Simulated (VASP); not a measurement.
Write the native input for VASP 6.6.1 that does the following.

- Task: single point
- Functional: r2SCAN
- Potentials or basis: VASP PAW PBE potentials, release 64 (Li_sv, H)
- Cutoff: 830 eV
- k mesh: 10 × 10 × 10
- Occupations: gaussian, width 0.01 eV
- Spin: no spin polarisation
- Dipole correction: no
- Further INCAR settings: ALGO = Normal; EDIFF = 1e-06; NBANDS = 9

The system is LiH.

```
Li H
1.0
     0.00000    1.99232    1.99232
     1.99232    0.00000    1.99232
     1.99232    1.99232    0.00000
Li H
1 1
Direct
  0.00000 0.00000 0.00000
  0.50000 0.50000 0.50000
```

These files were run (other wordings do the same):

POSCAR

```
LiH
1.0
    0.0000000000      1.9923156398      1.9923156398
    1.9923156398      0.0000000000      1.9923156398
    1.9923156398      1.9923156398      0.0000000000
Li H
1 1
Direct
    0.0000000000      0.0000000000      0.0000000000
    0.5000000000      0.5000000000      0.5000000000
```

INCAR.step1

```
SYSTEM = LiH
ALGO = Normal
EDIFF = 1E-5
ENCUT = 830
GGA = PE
GGA_COMPAT = .FALSE.
ISMEAR = 0
LASPH = .TRUE.
LCHARG = .FALSE.
LREAL = .FALSE.
LWAVE = .TRUE.
NBANDS = 9
NELM = 120
PREC = Accurate
SIGMA = 0.01
```

INCAR.step2

```
SYSTEM = LiH
ALGO = Normal
EDIFF = 1E-6
ENCUT = 830
GGA_COMPAT = .FALSE.
ISIF = 2
ISMEAR = 0
ISTART = 1
LASPH = .TRUE.
LCHARG = .FALSE.
LMIXTAU = .TRUE.
LREAL = .FALSE.
LWAVE = .FALSE.
METAGGA = R2SCAN
NBANDS = 9
NELM = 120
PREC = Accurate
SIGMA = 0.01
```

KPOINTS

```
k-points
0
G
  10 10 10
  0 0 0
```

Potentials or basis: VASP PAW PBE potentials, release 64 (Li_sv, H).

Command:

```bash
$ cat potpaw_PBE.64/Li_sv/POTCAR potpaw_PBE.64/H/POTCAR > POTCAR
$ cp INCAR.step1 INCAR
$ mpirun -np 1 vasp_std > vasp.out
$ cp INCAR.step2 INCAR
$ mpirun -np 1 vasp_std > vasp.out
```

Results of the run:

```yaml
Pressure: 0.4 GPa
Band_gap_on_the_k_mesh: 3.57 eV
```

Caveat: the PAW data sets were made with another functional, which shifts forces and pressure a little.

Wall time 28 s on 1 thread of Intel(R) Xeon(R) 6975P-C (Granite Rapids), on a shared host, peak memory 0.16 GiB.
